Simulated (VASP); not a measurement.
# Al2BN3 (R-3m) in VASP: further runs, part 2 of 2

VASP 6.6.1.

### 3 Single point, PBE

This run uses another cell than the first one, of 11.88 Å³/atom.

File INCAR:

```
SYSTEM = Al2BN3
PREC = Accurate
ENCUT = 520
EDIFF = 1E-6
ISMEAR = 0
SIGMA = 0.1
LREAL = .FALSE.
LASPH = .TRUE.
NELM = 60
ALGO = Normal
ISIF = 2
LWAVE = .FALSE.
LCHARG = .FALSE.
GGA = PE
NBANDS = 21
```

File KPOINTS:

```
Automatic mesh
0
G
  12 12 12
  0 0 0
```

File POSCAR:

```
Al2BN3
1.0
    2.4997931155      1.4432562282      3.2937969575
   -2.4997931155      1.4432562282      3.2937969575
    0.0000000000     -2.8865124563      3.2937969575
Al B N
2 1 3
Direct
    0.2839501763      0.2839501763      0.2839501763
    0.7160498237      0.7160498237      0.7160498237
    0.5000000000      0.5000000000      0.5000000000
    0.0000000000      0.0000000000      0.5000000000
    0.5000000000      0.0000000000      0.0000000000
    0.0000000000      0.5000000000      0.0000000000
```

Potentials or basis: VASP PAW PBE potentials, release 64 (Al, B, N).

The run is started by

```console
$ cat potpaw_PBE.64/Al/POTCAR potpaw_PBE.64/B/POTCAR potpaw_PBE.64/N/POTCAR > POTCAR
$ mpirun -np 1 vasp_std > vasp.out
```

Wall time 1.7 min (1 thread of Intel Xeon 6975P-C (Granite Rapids), shared host); peak memory 0.38 GiB.

The run converged. Its results:

- Free energy: -32.3939 eV
- Pressure: -0.2 GPa
- Band gap on the k mesh: zero (bands 12 and 13 overlap by 1.33 eV)

Stress tensor (GPa, compression positive):
```
-0.08  0.00  0.00
 0.00 -0.08  0.00
 0.00  0.00 -0.32
```

Levels at points of the mesh, in eV from the Fermi level:
```csv
k point,band 8,band 9,band 10,band 11,band 12,band 13,band 14,band 15,band 16,band 17
"(0.00, 0.00, 0.00)",-2.59,-2.59,-2.25,-0.95,1.02,1.13,1.13,3.05,3.21,3.21
"(0.50, 0.00, 0.00)",-2.46,-2.27,-1.84,-1.22,-1.15,0.03,1.05,1.94,4.78,4.79
"(0.50, 0.50, 0.00)",-2.89,-2.59,-2.07,-0.49,-0.09,-0.01,1.29,2.42,3.96,6.22
"(0.50, 0.50, 0.50)",-4.89,-1.53,-1.53,0.13,1.00,1.00,1.15,4.96,4.96,7.53
```

### 4 Single point, PBE, collinear spin, ferromagnetic start

This run uses another cell than the first one, of 12.31 Å³/atom.

File INCAR:

```
  PREC = Accurate
  ENCUT = 520
  EDIFF = 1E-6
  ISMEAR = 0
  SIGMA = 0.1
  LREAL = False
  LASPH = True
  NELM = 150
  ALGO = Normal
  ISIF = 2
  LWAVE = False
  LCHARG = True
  ISPIN = 2
  MAGMOM = 0 0 0 1 1 1
  LORBIT = 11
  GGA = PE
  LELF = True
  LVHAR = True
  NBANDS = 25
```

File KPOINTS:

```
regular mesh
0
Gamma
  6 6 6
```

File POSCAR:

```
Al2BN3
1.0
    2.2218206600      1.2827687500      4.3196743000
   -2.2218206600      1.2827687500      4.3196743000
    0.0000000000     -2.5655375100      4.3196743000
Al B N
2 1 3
Direct
    0.3248828400      0.3248828400      0.3248828400
    0.6751171600      0.6751171600      0.6751171600
    0.5000000000      0.5000000000      0.5000000000
    0.0000000000      0.0000000000      0.5000000000
    0.5000000000      0.0000000000      0.0000000000
    0.0000000000      0.5000000000      0.0000000000
```

Potentials or basis: VASP PAW PBE potentials, release 64 (Al, B, N).

The run is started by

```console
$ cat potpaw_PBE.64/Al/POTCAR potpaw_PBE.64/B/POTCAR potpaw_PBE.64/N/POTCAR > POTCAR
$ mpirun -np 1 vasp_std > vasp.out
```

OUTCAR:

```text
PREC = Accurate
   ENCUT = 520
   EDIFF = 1E-6
   ISMEAR = 0
   LREAL = False
   LASPH = True
   NELM = 150
   ISIF = 2
   ISPIN = 2
   LORBIT = 11
   GGA = PE

 ion  position               nearest neighbor table
   1  0.325  0.325  0.325-   3 2.27   4 2.42   5 2.42   6 2.42   2 2.57   2 2.57   2 2.57
   2  0.675  0.675  0.675-   3 2.27   4 2.42   5 2.42   6 2.42   1 2.57   1 2.57   1 2.57
   3  0.500  0.500  0.500-   1 2.27   2 2.27
   4  0.000  0.000  0.500-   1 2.42   2 2.42
   5  0.500  0.000  0.000-   1 2.42   2 2.42
   6  0.000  0.500  0.000-   1 2.42   2 2.42

  LATTYP: Found a trigonal (rhomboedric) cell.
 ALAT       =     5.0240988017
 COS(alpha) =     0.6088605197

  Lattice vectors:

 A1 = (   2.2218206600,   1.2827687500,   4.3196743000)
 A2 = (  -2.2218206600,   1.2827687500,   4.3196743000)
 A3 = (   0.0000000000,  -2.5655375100,   4.3196743000)

Analysis of symmetry for initial positions (statically):
=====================================================================
 Subroutine PRICEL returns:
[... 1513 lines left out ...]
  Total       -1.7607483     -1.7607483    -12.7989020      0.0000000      0.0000000      0.0000000
  in kB      -38.1898747    -38.1898745   -277.6026900      0.0000000      0.0000002      0.0000000
  external PRESSURE =    -117.9941464 kB  Pullay stress =       0.0000000 kB

 VOLUME and BASIS-vectors are now :
 -----------------------------------------------------------------------------
  energy-cutoff  :      520.00
  volume of cell :       73.87
      direct lattice vectors                 reciprocal lattice vectors
     2.221820660  1.282768750  4.319674300     0.225040666  0.129927289  0.077166312
    -2.221820660  1.282768750  4.319674300    -0.225040666  0.129927289  0.077166312
     0.000000000 -2.565537510  4.319674300     0.000000000 -0.259854578  0.077166311

 POSITION                                       TOTAL-FORCE (eV/Angst)
 -----------------------------------------------------------------------------------
      0.00000     -0.00000      4.21016         0.000000      0.000000     -2.950016
      0.00000     -0.00000      8.74886         0.000000     -0.000000      2.950016
      0.00000     -0.00000      6.47951         0.000000      0.000000     -0.000000
      0.00000     -1.28277      2.15984         0.000000     -0.000000      0.000000
      1.11091      0.64138      2.15984         0.000000      0.000000      0.000000
     -1.11091      0.64138      2.15984        -0.000000     -0.000000     -0.000000
 -----------------------------------------------------------------------------------
    total drift:                               -0.000000      0.000000     -0.000000

  FREE ENERGIE OF THE ION-ELECTRON SYSTEM (eV)
  ---------------------------------------------------
  free  energy   TOTEN  =       -26.9581940192 eV

  energy  without entropy=      -26.9394694221  energy(sigma->0) =      -26.94883172

 total charge

# of ion       s       p       d       tot
------------------------------------------
    1        0.478   0.286   0.000   0.764
    2        0.478   0.286   0.000   0.764
    3        0.739   0.688   0.000   1.427
    4        1.373   1.997   0.000   3.370
    5        1.373   1.997   0.000   3.370
    6        1.373   1.997   0.000   3.370
--------------------------------------------------
tot          5.815   7.250   0.000  13.065

 magnetization (x)

# of ion       s       p       d       tot
------------------------------------------
    1        0.000   0.000   0.000   0.000
    2        0.000   0.000   0.000   0.000
    3       -0.000  -0.000   0.000  -0.000
    4        0.000   0.000   0.000   0.000
    5        0.000   0.000   0.000   0.000
    6        0.000   0.000   0.000   0.000
--------------------------------------------------
tot          0.000   0.001   0.000   0.001
```

stdout:

```text
POSCAR found type information on POSCAR AlB N
 POSCAR found :  3 types and       6 ions
 scaLAPACK will be used
 LDA part: xc-table for (Slater+PW92), standard interpolation
 POSCAR, INCAR and KPOINTS ok, starting setup
 FFT: planning ... GRIDC
 FFT: planning ... GRID_SOFT
 FFT: planning ... GRID
 WAVECAR not read
 entering main loop
```

Wall time 72 s (1 thread of Intel Xeon 6975P-C (Granite Rapids), shared host); peak memory 0.31 GiB.

What came out:

* Free energy: -26.9582 eV
* Pressure: -11.8 GPa
* Largest force: 2.950 eV/Å
* Band gap on the k mesh: zero (filled and empty bands overlap)
* Net moment: 0.00 μB per cell
* Valence electrons inside the program's atomic spheres: Al 0.76; B 1.43; N 3.37

Forces on the atoms (eV/Å):
```
Al   0.000  0.000 -2.950
Al   0.000  0.000  2.950
B    0.000  0.000  0.000
N    0.000  0.000  0.000
N    0.000  0.000  0.000
N    0.000  0.000  0.000
```

Stress tensor (GPa, compression positive):
```
 -3.82   0.00   0.00
  0.00  -3.82   0.00
  0.00   0.00 -27.76
```

Levels at points of the mesh, in eV from the Fermi level:
Spin up:
```csv
k point,band 9,band 10,band 11,band 12,band 13,band 14,band 15,band 16
"(0.00, 0.00, 0.00)",-2.58,-1.40,-1.40,-0.77,0.73,0.73,1.89,2.87
"(0.50, 0.00, 0.00)",-2.61,-2.51,-1.28,-1.01,-0.61,0.04,1.72,2.31
"(0.50, 0.50, 0.00)",-1.38,-0.99,-0.80,-0.37,0.21,0.88,1.24,1.78
"(0.50, 0.50, 0.50)",-1.28,-1.28,-0.78,1.89,1.91,2.38,2.38,3.01
```
Spin down:
```tsv
k point	band 9	band 10	band 11	band 12	band 13	band 14	band 15	band 16
(0.00, 0.00, 0.00)	-2.58	-1.40	-1.40	-0.77	0.73	0.73	1.89	2.87
(0.50, 0.00, 0.00)	-2.61	-2.51	-1.28	-1.01	-0.61	0.04	1.72	2.31
(0.50, 0.50, 0.00)	-1.38	-0.99	-0.80	-0.37	0.21	0.89	1.24	1.78
(0.50, 0.50, 0.50)	-1.28	-1.28	-0.78	1.90	1.91	2.38	2.38	3.01
```

Caveat: the cell stands under tension; forces of over 1 eV/Å act on the atoms, so gaps and moduli don't describe the material at rest.

### 5 Summary

```tsv
spin	cell	k mesh	gap on the mesh (eV)	pressure (GPa)	moment (μB)	largest force (eV/Å)
collinear, ferromagnetic start	a = 4.377 Å, angles 69.5°, 6 atoms, atomic positions A	6 × 6 × 6	none	0.3	0.64	0.01
off	a = 4.380 Å, angles 69.6°, 6 atoms, atomic positions A	12 × 12 × 12	none	-0.2	-	-
collinear, ferromagnetic start	a = 5.024 Å, angles 52.5°, 6 atoms, atomic positions B	6 × 6 × 6	none	-11.8	0.00	2.95
```

Alike in all rows: task single point; level PBE; potentials or basis VASP PAW PBE potentials, release 64 (Al, B, N); cutoff (eV) 520; smearing gaussian 0.1 eV.

Caveats: the cell stands under tension (at least some runs); forces of over 1 eV/Å act on the atoms, so gaps and moduli don't describe the material at rest (at least some runs).

Absolute energies hang on the potentials; compare differences alone.
